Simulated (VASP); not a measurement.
# ZrC (P4/mmm) in VASP: single point with PBE

Aim: the single point of ZrC with PBE.

Program: VASP 6.6.1. These are calculated values, not measurements. Logs are shortened: lines on timing, memory, paths and dates and some standing lists are left out, and cuts for length are marked.

## (1) The cell of the first run

The structure is tetragonal, space group P4/mmm (No. 123). The conventional cell has a = 2.875 Å, b = 2.875 Å, c = 3.016 Å, α = 90.00°, β = 90.00°, γ = 90.00°. Within 3.3 Å of Zr (site symmetry 4/mmm) lie 8 C at 2.53 Å and 6 Zr at 2.88 to 3.02 Å. C (site symmetry 4/mmm) has 8 Zr at 2.53 Å and 6 C at 2.88 to 3.02 Å within 3.3 Å.

## (2) Single point, PBE

INCAR

```
PREC = Accurate ; ENCUT = 520
EDIFF = 1E-6 ; ISMEAR = 0
SIGMA = 0.1 ; LREAL = F
LASPH = T ; NELM = 80
ALGO = Normal ; ISIF = 2
LWAVE = F ; LCHARG = T
GGA = PE ; LELF = T
LVHAR = T ; NBANDS = 15
```

KPOINTS

```
Automatic mesh
0
Gamma
  20 20 18
```

POSCAR

```
ZrC
1.0
    2.8754071995      0.0000000000      0.0000000000
    0.0000000000      2.8754071995      0.0000000000
    0.0000000000      0.0000000000      3.0160625411
Zr C
1 1
Direct
    0.5000000000      0.5000000000      0.0000000000
    0.0000000000      0.0000000000      0.5000000000
```

Potentials or basis: VASP PAW PBE potentials, release 64 (Zr_sv, C).

Run with:

```
$ cat potpaw_PBE.64/Zr_sv/POTCAR potpaw_PBE.64/C/POTCAR > POTCAR
$ mpirun -np 1 vasp_std > vasp.out
```

OUTCAR:

```text
PREC = Accurate
   ENCUT = 520
   EDIFF = 1E-6
   ISMEAR = 0
   LREAL = F
   LASPH = T
   NELM = 80
   ISIF = 2
   GGA = PE

 ion  position               nearest neighbor table
   1  0.500  0.500  0.000-   2 2.53   2 2.53   2 2.53   2 2.53   2 2.53   2 2.53   2 2.53   2 2.53

   2  0.000  0.000  0.500-   1 2.53   1 2.53   1 2.53   1 2.53   1 2.53   1 2.53   1 2.53   1 2.53

  LATTYP: Found a simple tetragonal cell.
 ALAT       =     2.8754071995
 C/A-ratio  =     1.0489166688

  Lattice vectors:

 A1 = (   2.8754071995,   0.0000000000,   0.0000000000)
 A2 = (   0.0000000000,   2.8754071995,   0.0000000000)
 A3 = (   0.0000000000,   0.0000000000,   3.0160625411)

Analysis of symmetry for initial positions (statically):
=====================================================================
 Subroutine PRICEL returns:
 Original cell was already a primitive cell.

 Routine SETGRP: Setting up the symmetry group for a
 simple tetragonal supercell.

 Subroutine GETGRP returns: Found 16 space group operations
 (whereof 16 operations were pure point group operations)
 out of a pool of 16 trial point group operations.

The static configuration has the point symmetry D_4h.

Analysis of symmetry for dynamics (positions and initial velocities):
=====================================================================
 Subroutine PRICEL returns:
 Original cell was already a primitive cell.

 Routine SETGRP: Setting up the symmetry group for a
 simple tetragonal supercell.

 Subroutine GETGRP returns: Found 16 space group operations
 (whereof 16 operations were pure point group operations)
 out of a pool of 16 trial point group operations.

The dynamic configuration has the point symmetry D_4h.

 Subroutine INISYM returns: Found 16 space group operations
 (whereof 16 operations are pure point group operations),
 and found     1 'primitive' translations

----------------------------------------------------------------------------------------

                                     Primitive cell

  volume of cell :      24.9367

  direct lattice vectors                    reciprocal lattice vectors
     2.875407200  0.000000000  0.000000000     0.347776830  0.000000000  0.000000000
     0.000000000  2.875407200  0.000000000     0.000000000  0.347776830  0.000000000
     0.000000000  0.000000000  3.016062541     0.000000000  0.000000000  0.331558111

  length of vectors
     2.875407200  2.875407200  3.016062541     0.347776830  0.347776830  0.331558111

  position of ions in fractional coordinates (direct lattice)
     0.500000000  0.500000000  0.000000000
     0.000000000  0.000000000  0.500000000
[... 84 lines left out ...]
   ISYM   =      2    0-nonsym 1-usesym 2-fastsym
   POTIM  = 0.5000    time-step for ionic-motion
   TEBEG  =    0.0;   TEEND  =   0.0 temperature during run
   PSTRESS=    0.0 pullay stress
   NELECT =      16.0000    total number of electrons
   NUPDOWN=      -1.0000    fix difference up-down
   EMIN   =  10.00;   EMAX   =-10.00  energy-range for DOS
   EFERMI =   0.00;   METHOD = LEGACY
   ISMEAR =     0;   SIGMA  =   0.10  broadening in eV -4-tet -1-fermi 0-gaus
   EFERMI_NEDOS =   21; number of points for ismear=-14 and -15
   IALGO  =     38    algorithm
   IMIX   =      4    mixing-type and parameters
     AMIX     =   0.40;   BMIX     =  1.00
     AMIX_MAG =   1.60;   BMIX_MAG =  1.00
  volume/ion in A,a.u.               =      12.47        84.14
  Fermi-wavevector in a.u.,A,eV,Ry     =   1.412001  2.668296 27.126589  1.993748
  Thomas-Fermi vector in A             =   2.533795
   LORBIT       =      0    0 simple, 1 ext, 2 COOP (PROOUT), +10 PAW based schemes
   GGA     = PE    functional components
   LHFCALC =     F    Hartree Fock is set to
   AEXX    =    0.0000 exact exchange contribution
   IVDW    =     0    specifies the selected vdW correction
   LEPSILON=     F    determine dielectric tensor
   LRPA    =     F    only Hartree local field effects (RPA)
 non-spin polarized calculation
 Gauss-broadening in eV      SIGMA  =   0.10
  energy-cutoff  :      520.00
  volume of cell :       24.94
 maximum number of plane-waves:       692
 NGX is ok and might be reduce to    24
   NGX = 11   NGY = 11   NGZ = 11

 number of electron      16.0000000 magnetization

 Free energy of the ion-electron system (eV)
  ---------------------------------------------------
  ext. energy  EPLUGINS =         0.00000000
  ---------------------------------------------------
  free energy    TOTEN  =       -17.00980496 eV

  energy without entropy =      -16.99768933  energy(sigma->0) =      -17.00374715

 E-fermi :  10.4542     XC(G=0): -12.4345

 val. band max:       10.4540670363   @ k =   0.4500   0.0500   0.2778
 cond. band min:      10.4554484095   @ k =   0.3500   0.1500   0.0556
 fundamental gap:      0.0013813732
 Fermi energy:        10.4542432747

 k-point     1 :       0.0000    0.0000    0.0000
  band No.  band energies     occupation
      1     -38.1915      2.00000
      2     -15.7934      2.00000
      3     -15.5772      2.00000
      4     -15.5772      2.00000
      5      -1.4126      2.00000
      6       8.4720      2.00000
      7       8.4943      2.00000
      8      11.1572      0.00000
      9      11.8024      0.00000
     10      11.8024      0.00000
     11      15.5267      0.00000
     12      15.5267      0.00000
     13      16.0066      0.00000
     14      18.3504      0.00000
[... 401 lines left out ...]
      2     -16.0860      2.00000
      3     -15.7264      2.00000
      4     -15.6718      2.00000
      5      -0.5105      2.00000
      6       7.9832      2.00000
      7       8.8192      2.00000
      8      10.1522      1.99998
      9      10.6350      0.01059
     10      12.5076      0.00000
     11      15.0069      0.00000
     12      16.1736      0.00000
     13      16.9568      0.00000
     14      20.0564      0.00000
     15      24.1962      0.00000

 [... further k-points ...]
[... 5 lines left out ...]
  --------------------------------------------------------------------------------------
  -------------------------------------------------------------------------------------
  Total        0.0274814      0.0274814      0.0330487      0.0000000      0.0000000     -0.0000000
  in kB        1.7656736      1.7656736      2.1233689      0.0000000      0.0000000     -0.0000000
  external PRESSURE =       1.8849054 kB  Pullay stress =       0.0000000 kB

 VOLUME and BASIS-vectors are now :
 -----------------------------------------------------------------------------
  energy-cutoff  :      520.00
  volume of cell :       24.94
      direct lattice vectors                 reciprocal lattice vectors
     2.875407200  0.000000000  0.000000000     0.347776830  0.000000000  0.000000000
     0.000000000  2.875407200  0.000000000     0.000000000  0.347776830  0.000000000
     0.000000000  0.000000000  3.016062541     0.000000000  0.000000000  0.331558111

 POSITION                                       TOTAL-FORCE (eV/Angst)
 -----------------------------------------------------------------------------------
      1.43770      1.43770      0.00000         0.000000      0.000000      0.000000
      0.00000      0.00000      1.50803         0.000000      0.000000      0.000000
 -----------------------------------------------------------------------------------
    total drift:                                0.000000     -0.000000     -0.000000

  FREE ENERGIE OF THE ION-ELECTRON SYSTEM (eV)
  ---------------------------------------------------
  free  energy   TOTEN  =       -17.0098049622 eV

  energy  without entropy=      -16.9976893346  energy(sigma->0) =      -17.00374715
```

stdout:

```text
POSCAR found type information on POSCAR ZrC
 POSCAR found :  2 types and       2 ions
 scaLAPACK will be used
 LDA part: xc-table for (Slater+PW92), standard interpolation
 POSCAR, INCAR and KPOINTS ok, starting setup
 FFT: planning ... GRIDC
 FFT: planning ... GRID_SOFT
 FFT: planning ... GRID
 WAVECAR not read
 entering main loop
```

Wall time 88 s (1 thread of Intel Xeon Platinum 8559C (Emerald Rapids), shared host); peak memory 0.34 GiB.

Results:

```yaml
Free_energy: -17.0098 eV
Pressure: 0.2 GPa
Band_gap_on_the_k_mesh: zero (band 8 reaches 11.26 eV, above the bottom of band 9 at 9.62 eV)
```

Levels at points of the mesh, in eV from the Fermi level:
| k point | band 6 | band 7 | band 8 | band 9 | band 10 | band 11 |
| --- | --- | --- | --- | --- | --- | --- |
| (0.00, 0.00, 0.00) | -1.98 | -1.96 | 0.70 | 1.35 | 1.35 | 5.07 |
| (0.50, 0.00, 0.00) | -5.67 | -1.66 | -0.80 | -0.74 | 5.60 | 6.35 |
| (0.50, 0.50, 0.00) | -2.23 | -2.23 | -0.36 | 1.51 | 2.17 | 2.17 |
| (0.00, 0.00, 0.50) | -5.69 | -1.12 | -0.84 | -0.84 | 5.35 | 5.91 |
| (0.50, 0.00, 0.50) | -2.43 | -2.08 | -0.76 | 2.03 | 2.67 | 3.06 |
| (0.50, 0.50, 0.50) | -5.39 | -5.30 | -5.30 | 7.34 | 8.00 | 8.48 |
